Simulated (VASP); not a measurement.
# Na (Im-3m) in VASP: further runs

Aim: see how the results for Na move with the level of theory and the settings. Levels: BLYP, RPBE. Tasks: single point.

Program: VASP 6.6.1. These are calculated values, not measurements. Logs are shortened: lines on timing, memory, paths and dates and some standing lists are left out, and cuts for length are marked.

## 1. The cell of the first run

The structure is cubic, space group Im-3m (No. 229). Conventional cell: a = 4.198 Å, b = 4.198 Å, c = 4.198 Å, α = 90.00°, β = 90.00°, γ = 90.00°. Na (site symmetry m-3m) has 14 Na at 3.64 to 4.20 Å within 4.8 Å.

## 2. Single point, BLYP

Contents of INCAR:

```
SYSTEM = Na
PREC = Accurate
ENCUT = 520
EDIFF = 1E-7
ISMEAR = -1
SIGMA = 0.05
LREAL = .FALSE.
LASPH = .TRUE.
NELM = 60
ALGO = Normal
ISIF = 2
LWAVE = .FALSE.
LCHARG = .FALSE.
GGA = B5
ALDAX = 1.0
AGGAX = 1.0
AGGAC = 1.0
ALDAC = 0.0
NBANDS = 10
```

Contents of KPOINTS:

```
Automatic mesh
0
G
  9 9 9
  0 0 0
```

Contents of POSCAR:

```
Na
1.0
   -2.0991446358      2.0991446358      2.0991446358
    2.0991446358     -2.0991446358      2.0991446358
    2.0991446358      2.0991446358     -2.0991446358
Na
1
Direct
    0.0000000000      0.0000000000      0.0000000000
```

Potentials or basis: VASP PAW PBE potentials, release 64 (Na_pv).

Run with:

```console
cat potpaw_PBE.64/Na_pv/POTCAR > POTCAR
mpirun -np 1 vasp_std > vasp.out
```

OUTCAR:

```text
SYSTEM = Na
   PREC = Accurate
   ENCUT = 520
   EDIFF = 1E-7
   ISMEAR = -1
   LREAL = .FALSE.
   LASPH = .TRUE.
   NELM = 60
   ISIF = 2
   GGA = B5

 ion  position               nearest neighbor table
   1  0.000  0.000  0.000-

  LATTYP: Found a body centered cubic cell.
 ALAT       =     4.1982892716

  Lattice vectors:

 A1 = (  -2.0991446358,   2.0991446358,   2.0991446358)
 A2 = (   2.0991446358,  -2.0991446358,   2.0991446358)
 A3 = (   2.0991446358,   2.0991446358,  -2.0991446358)

Analysis of symmetry for initial positions (statically):
=====================================================================
 Subroutine PRICEL returns:
 Original cell was already a primitive cell.

 Routine SETGRP: Setting up the symmetry group for a
 body centered cubic supercell.

 Subroutine GETGRP returns: Found 48 space group operations
[... 9 lines left out ...]

 Routine SETGRP: Setting up the symmetry group for a
 body centered cubic supercell.

 Subroutine GETGRP returns: Found 48 space group operations
[... 11 lines left out ...]
                                     Primitive cell

  volume of cell :      36.9988

  direct lattice vectors                    reciprocal lattice vectors
    -2.099144636  2.099144636  2.099144636     0.000000000  0.238192258  0.238192258
     2.099144636 -2.099144636  2.099144636     0.238192258  0.000000000  0.238192258
     2.099144636  2.099144636 -2.099144636     0.238192258  0.238192258  0.000000000

  length of vectors
     3.635825162  3.635825162  3.635825162     0.336854721  0.336854721  0.336854721

  position of ions in fractional coordinates (direct lattice)
     0.000000000  0.000000000  0.000000000

  ion indices of the primitive-cell ions
   primitive index   ion index
                 1           1

----------------------------------------------------------------------------------------

 KPOINTS: Automatic mesh

Automatic generation of k-mesh.
 Grid dimensions read from file:
 generate k-points for:    9    9    9

 Generating k-lattice:

  Cartesian coordinates                     Fractional coordinates (reciprocal lattice)
     0.000000000  0.026465806  0.026465806     0.111111111  0.000000000  0.000000000
     0.026465806  0.000000000  0.026465806     0.000000000  0.111111111  0.000000000
     0.026465806  0.026465806  0.000000000     0.000000000  0.000000000  0.111111111

  Length of vectors
     0.037428302  0.037428302  0.037428302

  Shift w.r.t. Gamma in fractional coordinates (k-lattice)
     0.000000000  0.000000000  0.000000000

 Subroutine IBZKPT returns following result:
 ===========================================

 Found     35 irreducible k-points:

 Following reciprocal coordinates:
            Coordinates               Weight
  0.000000  0.000000  0.000000      1.000000
  0.111111  0.000000  0.000000     12.000000
  0.222222  0.000000  0.000000     12.000000
  0.333333  0.000000  0.000000     12.000000
  0.444444  0.000000  0.000000     12.000000
  0.111111  0.111111  0.000000     24.000000
[... 16 lines left out ...]
 -0.333333  0.444444  0.111111     48.000000
 -0.444444 -0.444444  0.111111     24.000000
 [... further k-points ...]
   k-points           NKPTS =     35   k-points in BZ     NKDIM =     35   number of bands    NBANDS=     10
   number of dos      NEDOS =    301   number of ions     NIONS =      1
   total plane-waves  NPLWV =  21952
   dimension x,y,z NGX =    28 NGY =   28 NGZ =   28
   dimension x,y,z NGXF=    56 NGYF=   56 NGZF=   56
   ions per type =               1
   NGX,Y,Z   is equivalent  to a cutoff of  12.80, 12.80, 12.80 a.u.
   NGXF,Y,Z  is equivalent  to a cutoff of  25.61, 25.61, 25.61 a.u.
 SYSTEM =  Na
   PREC   = accura    normal or accurate (medium, high low for compatibility)
   ISTART =      0    job   : 0-new  1-cont  2-samecut
   ICHARG =      2    charge: 1-file 2-atom 10-const
   ISPIN  =      1    spin polarized calculation?
   LNONCOLLINEAR =      F non collinear calculations
   LSORBIT =      F    spin-orbit coupling
   LASPH  =      T    aspherical Exc in radial PAW
   ENCUT  =  520.0 eV  38.22 Ry    6.18 a.u.   6.76  6.76  6.76*2*pi/ulx,y,z
   NELM   =     60;   NELMIN=  2; NELMDL= -5     # of ELM steps
   EDIFF  = 0.1E-06   stopping-criterion for ELM
   LREAL  =      F    real-space projection
   EDIFFG = 0.1E-05   stopping-criterion for IOM
   NSW    =      0    number of steps for IOM
   IBRION =     -1    ionic relax: 0-MD 1-quasi-New 2-CG
   NFREE  =      0    steps in history (QN), initial steepest desc. (CG)
   ISIF   =      2    stress and relaxation
   ISYM   =      2    0-nonsym 1-usesym 2-fastsym
   POTIM  = 0.5000    time-step for ionic-motion
   TEBEG  =    0.0;   TEEND  =   0.0 temperature during run
   PSTRESS=    0.0 pullay stress
   NELECT =       7.0000    total number of electrons
   NUPDOWN=      -1.0000    fix difference up-down
   EMIN   =  10.00;   EMAX   =-10.00  energy-range for DOS
   EFERMI =   0.00;   METHOD = LEGACY
   ISMEAR =    -1;   SIGMA  =   0.05  broadening in eV -4-tet -1-fermi 0-gaus
   EFERMI_NEDOS =   21; number of points for ismear=-14 and -15
   IALGO  =     38    algorithm
   IMIX   =      4    mixing-type and parameters
     AMIX     =   0.40;   BMIX     =  1.00
     AMIX_MAG =   1.60;   BMIX_MAG =  1.00
  volume/ion in A,a.u.               =      37.00       249.68
  Fermi-wavevector in a.u.,A,eV,Ry     =   0.939821  1.776004 12.017530  0.883264
  Thomas-Fermi vector in A             =   2.067171
   LORBIT       =      0    0 simple, 1 ext, 2 COOP (PROOUT), +10 PAW based schemes
   GGA     = B5    functional components
   LHFCALC =     F    Hartree Fock is set to
   AEXX    =    0.0000 exact exchange contribution
   IVDW    =     0    specifies the selected vdW correction
   LEPSILON=     F    determine dielectric tensor
   LRPA    =     F    only Hartree local field effects (RPA)
 non-spin polarized calculation
  energy-cutoff  :      520.00
  volume of cell :       37.00
 maximum number of plane-waves:      1009
   NGX = 13   NGY = 13   NGZ = 13

 number of electron       7.0000005 magnetization

 Free energy of the ion-electron system (eV)
  ---------------------------------------------------
  ext. energy  EPLUGINS =         0.00000000
  ---------------------------------------------------
  free energy    TOTEN  =        -0.94078192 eV

  energy without entropy =       -0.93765447  energy(sigma->0) =       -0.93921820

 E-fermi :   0.7378     XC(G=0):  -6.1339

 val. band max:        0.6396139003   @ k =  -0.3333   0.4444   0.1111
 cond. band min:       0.8425899267   @ k =   0.4444   0.0000   0.0000
 fundamental gap:      0.2029760263
 Fermi energy:         0.7377739115

 k-point     1 :       0.0000    0.0000    0.0000
  band No.  band energies     occupation
      1     -24.5427      2.00000
      2     -24.5427      2.00000
      3     -24.5426      2.00000
      4      -2.5417      2.00000
      5      12.4292      0.00000
      6      12.4293      0.00000
      7      12.4293      0.00000
      8      13.5383      0.00000
      9      13.5383      0.00000
     10      14.0756      0.00000

 k-point     2 :       0.1111    0.0000    0.0000
  band No.  band energies     occupation
      1     -24.5468      2.00000
      2     -24.5441      2.00000
      3     -24.5426      2.00000
      4      -2.3237      2.00000
      5      10.2531      0.00000
      6      11.4423      0.00000
      7      11.6695      0.00000
      8      12.3071      0.00000
      9      12.7920      0.00000
     10      14.1682      0.00000

 k-point     3 :       0.2222    0.0000    0.0000
  band No.  band energies     occupation
      1     -24.5573      2.00000
      2     -24.5476      2.00000
      3     -24.5426      2.00000
      4      -1.6750      2.00000
      5       7.4305      0.00000
      6      10.2754      0.00000
      7      10.7458      0.00000
      8      11.1918      0.00000
      9      12.0776      0.00000
     10      14.7169      0.00000

 k-point     4 :       0.3333    0.0000    0.0000
  band No.  band energies     occupation
      1     -24.5691      2.00000
      2     -24.5517      2.00000
      3     -24.5426      2.00000
      4      -0.6107      2.00000
      5       4.8992      0.00000
      6       9.4644      0.00000
      7      10.1064      0.00000
      8      10.4481      0.00000
      9      11.3965      0.00000
     10      15.5820      0.00000

 k-point     5 :       0.4444    0.0000    0.0000
  band No.  band energies     occupation
      1     -24.5768      2.00000
      2     -24.5543      2.00000
      3     -24.5426      2.00000
      4       0.8426      0.21891
      5       2.7128      0.00000
      6       9.0546      0.00000
      7       9.7854      0.00000
      8      10.0774      0.00000
      9      11.0105      0.00000
     10      16.5632      0.00000

 k-point     6 :       0.1111    0.1111    0.0000
  band No.  band energies     occupation
      1     -24.5540      2.00000
      2     -24.5456      2.00000
      3     -24.5437      2.00000
      4      -1.8904      2.00000
      5       8.7256      0.00000
      6       9.2004      0.00000
      7      10.8216      0.00000
      8      12.2846      0.00000
      9      12.9268      0.00000
     10      14.4818      0.00000
[... 183 lines left out ...]
 k-point    21 :      -0.2222    0.3333    0.1111
  band No.  band energies     occupation
      1     -24.5645      2.00000
      2     -24.5533      2.00000
      3     -24.5481      2.00000
      4      -0.6106      2.00000
      5       6.3777      0.00000
      6       6.9863      0.00000
      7       9.9380      0.00000
      8      10.9047      0.00000
      9      12.0092      0.00000
     10      15.4181      0.00000

 k-point    22 :      -0.4444    0.4444    0.1111
  band No.  band energies     occupation
      1     -24.5758      2.00000
      2     -24.5559      2.00000
      3     -24.5456      2.00000
      4       1.0468      0.00413
      5       2.9150      0.00000
      6       7.8884      0.00000
      7       8.8260      0.00000
      8      11.3398      0.00000
      9      12.4388      0.00000
     10      13.8046      0.00000

 k-point    23 :      -0.3333    0.4444    0.1111
  band No.  band energies     occupation
      1     -24.5716      2.00000
      2     -24.5579      2.00000
      3     -24.5483      2.00000
      4       0.6396      1.75376
      5       4.2820      0.00000
      6       6.1696      0.00000
      7       9.7214      0.00000
      8      11.3398      0.00000
      9      11.7649      0.00000
     10      14.5792      0.00000

 k-point    24 :      -0.4444   -0.4444    0.1111
  band No.  band energies     occupation
      1     -24.5745      2.00000
      2     -24.5598      2.00000
      3     -24.5483      2.00000
      4       2.0927      0.00000
      5       2.4813      0.00000
      6       5.9576      0.00000
      7       9.5648      0.00000
      8      11.2448      0.00000
      9      12.7115      0.00000
     10      13.4782      0.00000

 [... further k-points ...]
[... 5 lines left out ...]
  --------------------------------------------------------------------------------------
  -------------------------------------------------------------------------------------
  Total        0.0041532      0.0041532      0.0041532     -0.0000000     -0.0000000      0.0000000
  in kB        0.1798501      0.1798501      0.1798501     -0.0000000     -0.0000000      0.0000000
  external PRESSURE =       0.1798501 kB  Pullay stress =       0.0000000 kB

 VOLUME and BASIS-vectors are now :
 -----------------------------------------------------------------------------
  energy-cutoff  :      520.00
  volume of cell :       37.00
      direct lattice vectors                 reciprocal lattice vectors
    -2.099144636  2.099144636  2.099144636     0.000000000  0.238192258  0.238192258
     2.099144636 -2.099144636  2.099144636     0.238192258  0.000000000  0.238192258
     2.099144636  2.099144636 -2.099144636     0.238192258  0.238192258  0.000000000

 POSITION                                       TOTAL-FORCE (eV/Angst)
 -----------------------------------------------------------------------------------
      0.00000      0.00000      0.00000        -0.000000      0.000000     -0.000000
 -----------------------------------------------------------------------------------
    total drift:                               -0.000000     -0.000000     -0.000000

  FREE ENERGIE OF THE ION-ELECTRON SYSTEM (eV)
  ---------------------------------------------------
  free  energy   TOTEN  =        -0.9407819241 eV

  energy  without entropy=       -0.9376544745  energy(sigma->0) =       -0.93921820
```

Wall time 26 s (1 thread of Intel Xeon 6975P-C, shared host); peak memory 0.15 GiB.

Results:

```
Free energy : -0.9408 eV
Pressure    : 0.0 GPa
```

Caveat: the PAW data sets were made with another functional, which shifts forces and pressure a little.

## 3. Single point, RPBE

This run uses another cell than the first one, of 39.26 Å³/atom, 1.061 times its volume.

Contents of INCAR:

```
SYSTEM = Na
PREC = Accurate
ENCUT = 520
EDIFF = 1E-7
ISMEAR = -1
SIGMA = 0.05
LREAL = .FALSE.
LASPH = .TRUE.
NELM = 60
ALGO = Fast
ISIF = 2
LWAVE = .FALSE.
LCHARG = .TRUE.
GGA = RP
LELF = .TRUE.
LVHAR = .TRUE.
NBANDS = 10
```

KPOINTS is that of step 2.

Contents of POSCAR:

```
Na
1.0
   -2.1410000000      2.1410000000      2.1410000000
    2.1410000000     -2.1410000000      2.1410000000
    2.1410000000      2.1410000000     -2.1410000000
Na
1
Direct
    0.0000000000      0.0000000000      0.0000000000
```

Potentials or basis: VASP PAW PBE potentials, release 64 (Na_pv).

Run with:

```console
cat potpaw_PBE.64/Na_pv/POTCAR > POTCAR
mpirun -np 1 vasp_std > vasp.out
```

Wall time 24 s (1 thread of Intel Xeon 6975P-C, shared host); peak memory 0.15 GiB.

It converged, with:

* Free energy: -1.2019 eV
* Pressure: 0.0 GPa

Levels at points of the mesh, in eV from the Fermi level:
| k point | band 1 | band 2 | band 3 | band 4 | band 5 | band 6 | band 7 |
| --- | --- | --- | --- | --- | --- | --- | --- |
| (0.00, 0.00, 0.00) | -24.93 | -24.93 | -24.93 | -3.14 | 11.41 | 11.41 | 11.41 |

Caveat: the PAW data sets were made with another functional, which shifts forces and pressure a little.
